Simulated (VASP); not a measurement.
# Si8N in VASP: notebook

Si8N is run at these levels: PBE+D3(BJ); tasks: single point.

Program: VASP 6.6.1. These are calculated values, not measurements. Logs are shortened: lines on timing, memory, paths and dates and some standing lists are left out, and cuts for length are marked.

## (1) The cell of the first run

The cell holds a slab with vacuum, 18 atoms: a = 7.631 Å, b = 6.313 Å, c = 23.032 Å, α = 90.00°, β = 90.00°, γ = 90.00°.

## (2) Single point, PBE+D3(BJ)

File INCAR:

```
PREC = Accurate
ENCUT = 520
EDIFF = 1E-6
ISMEAR = 0
SIGMA = 0.05
LREAL = Auto
LASPH = True
NELM = 60
ALGO = Normal
ISIF = 2
LWAVE = False
LCHARG = False
LDIPOL = True
IDIPOL = 3
DIPOL = 0.5 0.5 0.295
GGA = PE
IVDW = 12
NBANDS = 52
```

File KPOINTS:

```
Automatic mesh
0
Gamma
  4 4 1
```

File POSCAR:

```
Si8N
1.0
    7.6310340417      0.0000000000      0.0000000000
    0.0000000000      6.3129357835      0.0000000000
    0.0000000000      0.0000000000     23.0318711348
Si N
16 2
Direct
    0.0000000000      0.9369021389      0.1736723854
    0.5000000000      0.9369021389      0.1736723854
    0.0000000000      0.5630978611      0.1736723854
    0.5000000000      0.5630978611      0.1736723854
    0.2500000000      0.4369021389      0.2214950258
    0.7500000000      0.4369021389      0.2214950258
    0.2500000000      0.0630978611      0.2214950258
    0.7500000000      0.0630978611      0.2214950258
    0.2500000000      0.9332664455      0.3177235001
    0.7500000000      0.9332664455      0.3177235001
    0.2500000000      0.5667335545      0.3177235001
    0.7500000000      0.5667335545      0.3177235001
    0.0000000000      0.4266292811      0.3574121741
    0.5000000000      0.4266292811      0.3574121741
    0.0000000000      0.0733707189      0.3574121741
    0.5000000000      0.0733707189      0.3574121741
    0.2500000000      0.6766292811      0.4920082727
    0.2500000000      0.6766292811      0.5397681787
```

Potentials or basis: VASP PAW PBE potentials, release 64 (Si, N).

The run is started by

```
> cat potpaw_PBE.64/Si/POTCAR potpaw_PBE.64/N/POTCAR > POTCAR
> mpirun -np 1 vasp_std > vasp.out
```

OUTCAR:

```text
PREC = Accurate
   ENCUT = 520
   EDIFF = 1E-6
   ISMEAR = 0
   LREAL = Auto
   LASPH = True
   NELM = 60
   ISIF = 2
   GGA = PE
   IVDW = 12
 IVDW          = 12

 ion  position               nearest neighbor table
   1  0.000  0.937  0.174-   7 2.34   8 2.34   3 2.36
   2  0.500  0.937  0.174-   7 2.34   8 2.34   4 2.36
   3  0.000  0.563  0.174-   5 2.34   6 2.34   1 2.36
   4  0.500  0.563  0.174-   5 2.34   6 2.34   2 2.36
   5  0.250  0.437  0.221-   3 2.34   4 2.34   7 2.36  11 2.36
   6  0.750  0.437  0.221-   3 2.34   4 2.34   8 2.36  12 2.36
   7  0.250  0.063  0.221-   1 2.34   2 2.34   5 2.36   9 2.36
   8  0.750  0.063  0.221-   1 2.34   2 2.34   6 2.36  10 2.36
   9  0.250  0.933  0.318-  15 2.29  16 2.29  11 2.31   7 2.36
  10  0.750  0.933  0.318-  15 2.29  16 2.29  12 2.31   8 2.36
  11  0.250  0.567  0.318-  13 2.29  14 2.29   9 2.31   5 2.36
  12  0.750  0.567  0.318-  13 2.29  14 2.29  10 2.31   6 2.36
  13  0.000  0.427  0.357-  15 2.23  12 2.29  11 2.29
  14  0.500  0.427  0.357-  16 2.23  12 2.29  11 2.29
  15  0.000  0.073  0.357-  13 2.23  10 2.29   9 2.29
  16  0.500  0.073  0.357-  14 2.23  10 2.29   9 2.29
  17  0.250  0.677  0.492-  18 1.10
  18  0.250  0.677  0.540-  17 1.10

  LATTYP: Found a simple orthorhombic cell.
 ALAT       =     6.3129357835
 B/A-ratio  =     1.2087932308
 C/A-ratio  =     3.6483613844

  Lattice vectors:

 A1 = (   0.0000000000,  -6.3129357835,   0.0000000000)
 A2 = (   7.6310340417,   0.0000000000,   0.0000000000)
 A3 = (   0.0000000000,   0.0000000000,  23.0318711348)

Analysis of symmetry for initial positions (statically):
=====================================================================
 Subroutine PRICEL returns:
 Original cell was already a primitive cell.

 Routine SETGRP: Setting up the symmetry group for a
 simple orthorhombic supercell.

 Subroutine GETGRP returns: Found  2 space group operations
 (whereof  1 operations were pure point group operations)
 out of a pool of  8 trial point group operations.

The static configuration has the point symmetry C_1 .
 The point group associated with its full space group is C_1h.

Analysis of symmetry for dynamics (positions and initial velocities):
=====================================================================
 Subroutine PRICEL returns:
 Original cell was already a primitive cell.

 Routine SETGRP: Setting up the symmetry group for a
 simple orthorhombic supercell.

 Subroutine GETGRP returns: Found  2 space group operations
 (whereof  1 operations were pure point group operations)
 out of a pool of  8 trial point group operations.

The dynamic configuration has the point symmetry C_1 .
 The point group associated with its full space group is C_1h.

 Subroutine INISYM returns: Found  2 space group operations
 (whereof  1 operations are pure point group operations),
 and found     1 'primitive' translations

----------------------------------------------------------------------------------------

                                     Primitive cell

  volume of cell :    1109.5426

  direct lattice vectors                    reciprocal lattice vectors
     7.631034042  0.000000000  0.000000000     0.131043839  0.000000000  0.000000000
     0.000000000  6.312935784  0.000000000     0.000000000  0.158404906  0.000000000
     0.000000000  0.000000000 23.031871135     0.000000000  0.000000000  0.043418096

  length of vectors
     7.631034042  6.312935784 23.031871135     0.131043839  0.158404906  0.043418096

  position of ions in fractional coordinates (direct lattice)
     0.000000000  0.936902139  0.173672385
     0.500000000  0.936902139  0.173672385
     0.000000000  0.563097861  0.173672385
     0.500000000  0.563097861  0.173672385
     0.250000000  0.436902139  0.221495026
     0.750000000  0.436902139  0.221495026
[... 10 lines left out ...]
     0.250000000  0.676629281  0.492008273
     0.250000000  0.676629281  0.539768179

  ion indices of the primitive-cell ions
   primitive index   ion index
                 1           1
                 2           2
                 3           3
                 4           4
                 5           5
                 6           6
[... 10 lines left out ...]
                17          17
                18          18

----------------------------------------------------------------------------------------

 KPOINTS: Automatic mesh

Automatic generation of k-mesh.
 Grid dimensions read from file:
 generate k-points for:    4    4    1

 Generating k-lattice:

  Cartesian coordinates                     Fractional coordinates (reciprocal lattice)
     0.032760960  0.000000000  0.000000000     0.250000000  0.000000000  0.000000000
     0.000000000  0.039601227  0.000000000     0.000000000  0.250000000  0.000000000
     0.000000000  0.000000000  0.043418096     0.000000000  0.000000000  1.000000000

  Length of vectors
     0.032760960  0.039601227  0.043418096

  Shift w.r.t. Gamma in fractional coordinates (k-lattice)
     0.000000000  0.000000000  0.000000000

 Subroutine IBZKPT returns following result:
 ===========================================

 Found      9 irreducible k-points:

 Following reciprocal coordinates:
            Coordinates               Weight
  0.000000  0.000000  0.000000      1.000000
  0.250000  0.000000  0.000000      2.000000
  0.500000  0.000000  0.000000      1.000000
  0.000000  0.250000  0.000000      2.000000
  0.250000  0.250000  0.000000      4.000000
  0.500000  0.250000  0.000000      2.000000
  0.000000  0.500000  0.000000      1.000000
  0.250000  0.500000  0.000000      2.000000
  0.500000  0.500000  0.000000      1.000000
   k-points           NKPTS =      9   k-points in BZ     NKDIM =      9   number of bands    NBANDS=     52
   number of dos      NEDOS =    301   number of ions     NIONS =     18
   total plane-waves  NPLWV = 518400
   dimension x,y,z NGX =    60 NGY =   48 NGZ =  180
   dimension x,y,z NGXF=   120 NGYF=   96 NGZF=  360
   ions per type =              16   2
   NGX,Y,Z   is equivalent  to a cutoff of  13.07, 12.64, 12.99 a.u.
   NGXF,Y,Z  is equivalent  to a cutoff of  26.14, 25.28, 25.99 a.u.
 SYSTEM =  unknown system
   PREC   = accura    normal or accurate (medium, high low for compatibility)
   ISTART =      0    job   : 0-new  1-cont  2-samecut
   ICHARG =      2    charge: 1-file 2-atom 10-const
   ISPIN  =      1    spin polarized calculation?
   LNONCOLLINEAR =      F non collinear calculations
   LSORBIT =      F    spin-orbit coupling
   LASPH  =      T    aspherical Exc in radial PAW
   ENCUT  =  520.0 eV  38.22 Ry    6.18 a.u.  14.19 11.74 42.82*2*pi/ulx,y,z
   NELM   =     60;   NELMIN=  2; NELMDL= -5     # of ELM steps
   EDIFF  = 0.1E-05   stopping-criterion for ELM
   LREAL  =      T    real-space projection
   EDIFFG = 0.1E-04   stopping-criterion for IOM
   NSW    =      0    number of steps for IOM
   IBRION =     -1    ionic relax: 0-MD 1-quasi-New 2-CG
   NFREE  =      0    steps in history (QN), initial steepest desc. (CG)
   ISIF   =      2    stress and relaxation
   ISYM   =      2    0-nonsym 1-usesym 2-fastsym
   POTIM  = 0.5000    time-step for ionic-motion
   TEBEG  =    0.0;   TEEND  =   0.0 temperature during run
   PSTRESS=    0.0 pullay stress
   NELECT =      74.0000    total number of electrons
   NUPDOWN=      -1.0000    fix difference up-down
   EMIN   =  10.00;   EMAX   =-10.00  energy-range for DOS
   EFERMI =   0.00;   METHOD = LEGACY
   ISMEAR =     0;   SIGMA  =   0.05  broadening in eV -4-tet -1-fermi 0-gaus
   EFERMI_NEDOS =   21; number of points for ismear=-14 and -15
   IALGO  =     38    algorithm
   IMIX   =      4    mixing-type and parameters
     AMIX     =   0.40;   BMIX     =  1.00
     AMIX_MAG =   1.60;   BMIX_MAG =  1.00
  volume/ion in A,a.u.               =      61.64       415.98
  Fermi-wavevector in a.u.,A,eV,Ry     =   0.663902  1.254593  5.996986  0.440766
  Thomas-Fermi vector in A             =   1.737424
   LORBIT       =      0    0 simple, 1 ext, 2 COOP (PROOUT), +10 PAW based schemes
   GGA     = PE    functional components
   LHFCALC =     F    Hartree Fock is set to
   AEXX    =    0.0000 exact exchange contribution
   IVDW    =    12    specifies the selected vdW correction
   LEPSILON=     F    determine dielectric tensor
   LRPA    =     F    only Hartree local field effects (RPA)
 non-spin polarized calculation
 Gauss-broadening in eV      SIGMA  =   0.05
  energy-cutoff  :      520.00
  volume of cell :     1109.54
 maximum number of plane-waves:     29920
 NGX is ok and might be reduce to    60
   NGX = 29   NGY = 23   NGZ = 85

 dipolmoment           0.000000      0.000000      0.000036 electrons x Angstroem

 number of electron      74.0000001 magnetization

 dipolmoment           0.000000      0.000000     -0.026075 electrons x Angstroem

 Free energy of the ion-electron system (eV)
  ---------------------------------------------------
  ext. energy  EPLUGINS =         0.00000000
  ---------------------------------------------------
  free energy    TOTEN  =       -95.41844897 eV

  energy without entropy =      -95.41394538  energy(sigma->0) =      -95.41619718

 E-fermi :  -1.4974     XC(G=0):  -3.6765

 val. band max:       -1.5510693905   @ k =   0.0000   0.2500   0.0000
 cond. band min:      -1.4500316224   @ k =   0.2500   0.5000   0.0000
 fundamental gap:      0.1010377681
 Fermi energy:        -1.4973685039

 k-point     1 :       0.0000    0.0000    0.0000
  band No.  band energies     occupation
      1     -25.3567      2.00000
      2     -13.1488      2.00000
      3     -11.8346      2.00000
      4     -11.4567      2.00000
      5     -10.7826      2.00000
      6     -10.5304      2.00000
[... 41 lines left out ...]
     48       1.5692      0.00000
     49       1.5808      0.00000

 k-point     2 :       0.2500    0.0000    0.0000
  band No.  band energies     occupation
      1     -25.3567      2.00000
      2     -13.0117      2.00000
      3     -11.9821      2.00000
      4     -11.6952      2.00000
      5     -10.6469      2.00000
      6     -10.6421      2.00000
[... 41 lines left out ...]
     48       1.3316      0.00000
     49       1.4269      0.00000

 k-point     3 :       0.5000    0.0000    0.0000
  band No.  band energies     occupation
      1     -25.3567      2.00000
      2     -12.6101      2.00000
      3     -12.6075      2.00000
      4     -11.2847      2.00000
      5     -11.2842      2.00000
      6     -10.4371      2.00000
[... 41 lines left out ...]
     48       2.1168      0.00000
     49       2.1205      0.00000

 k-point     4 :       0.0000    0.2500    0.0000
  band No.  band energies     occupation
      1     -25.3567      2.00000
      2     -12.9463      2.00000
      3     -11.6400      2.00000
      4     -11.4502      2.00000
      5     -11.2715      2.00000
      6     -10.4389      2.00000
[... 197 lines left out ...]
     48       0.8617      0.00000
     49       0.9772      0.00000

 k-point     8 :       0.2500    0.5000    0.0000
  band No.  band energies     occupation
      1     -25.3567      2.00000
      2     -12.2519      2.00000
      3     -12.1826      2.00000
      4     -11.2216      2.00000
      5     -11.2211      2.00000
      6     -10.9859      2.00000
[... 41 lines left out ...]
     48       1.2200      0.00000
     49       1.2496      0.00000

 k-point     9 :       0.5000    0.5000    0.0000
  band No.  band energies     occupation
      1     -25.3567      2.00000
      2     -11.8507      2.00000
      3     -11.8487      2.00000
      4     -11.7971      2.00000
      5     -11.7941      2.00000
      6     -10.6234      2.00000
[... 41 lines left out ...]
     48       1.8670      0.00000
     49       1.8956      0.00000
 [bands above 49 left out]

------------------------ aborting loop because EDIFF is reached ----------------------------------------

 vacuum level on the upper side and lower side of the slab       (xc-potential included)        -0.143        -0.047

 Edisp (eV)   -4.27816

 E8    (eV) :    -1.8421

  FORCE on cell =-STRESS in cart. coord.  units (eV):
  Direction    XX          YY          ZZ          XY          YZ          ZX
  --------------------------------------------------------------------------------------
  -------------------------------------------------------------------------------------
  Total       3.62230    -2.16254    -1.18950     0.00000     0.03397     0.00000
  in kB       5.23059    -3.12270    -1.71764     0.00000     0.04905     0.00000
  external pressure =        0.13 kB  Pullay stress =        0.00 kB

 VOLUME and BASIS-vectors are now :
 -----------------------------------------------------------------------------
  energy-cutoff  :      520.00
  volume of cell :     1109.54
      direct lattice vectors                 reciprocal lattice vectors
     7.631034042  0.000000000  0.000000000     0.131043839  0.000000000  0.000000000
     0.000000000  6.312935784  0.000000000     0.000000000  0.158404906  0.000000000
     0.000000000  0.000000000 23.031871135     0.000000000  0.000000000  0.043418096

 POSITION                                       TOTAL-FORCE (eV/Angst)
 -----------------------------------------------------------------------------------
      0.00000      5.91460      4.00000         0.001486     -0.781230      0.628280
      3.81552      5.91460      4.00000        -0.001486     -0.781230      0.628280
      0.00000      3.55480      4.00000        -0.002773      0.781148      0.625122
      3.81552      3.55480      4.00000         0.002773      0.781148      0.625122
      1.90776      2.75814      5.10144         0.000000      0.014084     -0.578894
      5.72328      2.75814      5.10144         0.000000      0.013479     -0.589103
[... 10 lines left out ...]
      1.90776      4.27152     11.33187         0.000000      0.015904     -2.185033
      1.90776      4.27152     12.43187         0.000000     -0.005229      2.136199
 -----------------------------------------------------------------------------------
    total drift:                               -0.000000      0.000257      0.020143

  FREE ENERGIE OF THE ION-ELECTRON SYSTEM (eV)
  ---------------------------------------------------
  free  energy   TOTEN  =       -99.6966136332 eV

  energy  without entropy=      -99.6921100378  energy(sigma->0) =      -99.69436184

 vacuum level on the upper side and lower side of the slab         3.073         3.172
```

It took 14 min on 1 thread of Intel Xeon Platinum 8559C (Emerald Rapids), shared host; peak memory 1.1 GiB.

Results:

- Free energy: -99.6966 eV
- Largest force: 2.185 eV/Å
- Band gap on the k mesh: zero (band 37 reaches -1.18 eV, above the bottom of band 38 at -1.55 eV)
- Dispersion energy per atom: -0.238 eV

Forces in eV/Å, atoms in the order of the input:
```
Si   0.001 -0.781  0.628
Si  -0.001 -0.781  0.628
Si  -0.003  0.781  0.625
Si   0.003  0.781  0.625
Si   0.000  0.014 -0.579
Si   0.000  0.013 -0.589
Si   0.000 -0.017 -0.589
Si   0.000 -0.012 -0.595
Si   0.000 -0.007  0.000
Si   0.000 -0.006  0.005
Si   0.000  0.005  0.001
Si   0.000  0.004  0.000
Si   0.006 -0.064 -0.034
Si  -0.006 -0.064 -0.034
Si   0.005  0.062 -0.022
Si  -0.005  0.062 -0.022
N    0.000  0.016 -2.185
N    0.000 -0.005  2.136
```

Levels at points of the mesh, in eV from the Fermi level:
```
           k point  band 34  band 35  band 36  band 37  band 38  band 39  band 40  band 41
(0.00, 0.00, 0.00)    -0.90    -0.60    -0.10    -0.07     0.06     0.30     1.20     1.46
(0.50, 0.00, 0.00)    -1.18    -1.15    -0.11    -0.10     0.73     0.74     1.36     1.36
(0.00, 0.50, 0.00)    -1.03    -0.97    -0.97    -0.52     0.23     0.44     0.74     1.01
(0.50, 0.50, 0.00)    -0.66    -0.66    -0.46    -0.44     0.28     0.28     0.51     0.55
```

Caveat: the standard files for N, O and F lose accuracy on very short bonds.

## (3) Single point, PBE+D3(BJ)

File INCAR:

```
SYSTEM = Si8N
ALGO = Normal ; DIPOL = 0.5 0.5 0.295
EDIFF = 1E-6 ; ENCUT = 520
GGA = PE ; IDIPOL = 3
ISIF = 2 ; ISMEAR = 0
IVDW = 12 ; LASPH = .TRUE.
LCHARG = .FALSE. ; LDIPOL = .TRUE.
LREAL = Auto ; LWAVE = .FALSE.
NBANDS = 52 ; NELM = 60
PREC = Accurate ; SIGMA = 0.05
```

File KPOINTS:

```
k-points
0
G
  4 4 1
  0 0 0
```

Changes to POSCAR since step 2:

```diff
@@ -24,3 +24,3 @@
     0.5000000000      0.0733707189      0.3574121741
-    0.2500000000      0.6766292811      0.4920082727
-    0.2500000000      0.6766292811      0.5397681787
+    0.2500000000      1.1766292811      0.4920082727
+    0.2500000000      1.1766292811      0.5397681787
```

Potentials or basis: VASP PAW PBE potentials, release 64 (Si, N).

The run is started by

```
> cat potpaw_PBE.64/Si/POTCAR potpaw_PBE.64/N/POTCAR > POTCAR
> mpirun -np 1 vasp_std > vasp.out
```

Run time: 15 min. Hardware: 1 thread of Intel Xeon Platinum 8559C (Emerald Rapids), shared host; peak memory 1.1 GiB.

Results (log left out):

```yaml
Free_energy: -99.6729 eV
Largest_force: 2.183 eV/Å
Band_gap_on_the_k_mesh: zero (band 37 reaches -1.16 eV, above the bottom of band 38 at -1.54 eV)
Dispersion_energy_per_atom: -0.238 eV
```

Forces on the atoms (eV/Å):
```
Si  -0.001 -0.767  0.623
Si   0.001 -0.767  0.623
Si   0.004  0.768  0.630
Si  -0.004  0.768  0.630
Si   0.000  0.011 -0.598
Si   0.000  0.008 -0.599
Si   0.000 -0.007 -0.594
Si   0.000 -0.012 -0.591
Si   0.000 -0.012  0.018
Si   0.000 -0.001 -0.004
Si   0.000  0.005  0.003
Si   0.000  0.002  0.002
Si  -0.017 -0.053 -0.029
Si   0.017 -0.053 -0.029
Si  -0.020  0.057 -0.047
Si   0.020  0.057 -0.047
N    0.000 -0.007 -2.174
N    0.000  0.003  2.183
```

Levels at points of the mesh, in eV from the Fermi level:
```tsv
k point	band 35	band 36	band 37	band 38	band 39	band 40
(0.00, 0.00, 0.00)	-0.61	-0.10	-0.07	0.05	0.30	1.20
(0.50, 0.00, 0.00)	-1.14	-0.12	-0.10	0.72	0.73	1.35
(0.00, 0.50, 0.00)	-0.98	-0.97	-0.53	0.22	0.43	0.76
(0.50, 0.50, 0.00)	-0.62	-0.46	-0.46	0.28	0.28	0.51
```

Caveat: the standard files for N, O and F lose accuracy on very short bonds.
